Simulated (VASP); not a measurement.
Runs of VASP 6.6.1 on C. The structure is that of space group Fmmm (No. 69), or close to it. The cells are those of the table. 

```tsv
cell	gap on the mesh (eV)	pressure (GPa)	largest force (eV/Å)
a = 4.439, b = 4.144, c = 2.250 Å, angles 82.2, 67.7, 30.2°, 2 atoms	1.33	(d)	-
a = 4.043, b = 3.664, c = 2.416 Å, angles 80.5, 63.4, 36.1°, 2 atoms	(b)	15.3	0.02
a = 3.849, b = 3.409, c = 2.525 Å, angles 79.3, 60.5, 40.1°, 2 atoms	none	-20.3	0.03
a = 3.751, b = 3.272, c = 2.593 Å, angles 78.6, 58.8, 42.7°, 2 atoms	none	(c)	0.02
a = 4.120, b = 3.761, c = 2.379 Å, angles 80.9, 64.3, 34.8°, 2 atoms	0.78	29.9	0.01
a = 3.907, b = 3.488, c = 2.490 Å, angles 79.7, 61.4, 38.8°, 2 atoms	(a)	-9.8	0.04
a = 3.684, b = 3.174, c = 2.646 Å, angles 78.0, 57.4, 44.6°, 2 atoms	none	-48.1	0.03
a = 4.278, b = 3.953, c = 2.311 Å, angles 81.6, 66.1, 32.3°, 2 atoms	1.09	60.2	-
```

Alike in all rows: task single point; level r2SCAN; potentials or basis VASP PAW PBE potentials, release 64 (C); no spin polarisation; k mesh 14 × 14 × 14; cutoff (eV) 520; smearing gaussian 0.05 eV.

Task: Estimate the missing entries.

Result: (a) 0.18; (b) 0.59; (c) -37.3; (d) 91.5.

Caveats: the PAW data sets were made with another functional, which shifts forces and pressure a little.

A k mesh can miss the band edges.

A gap of «none» marks levels without a gap at the run's occupations.
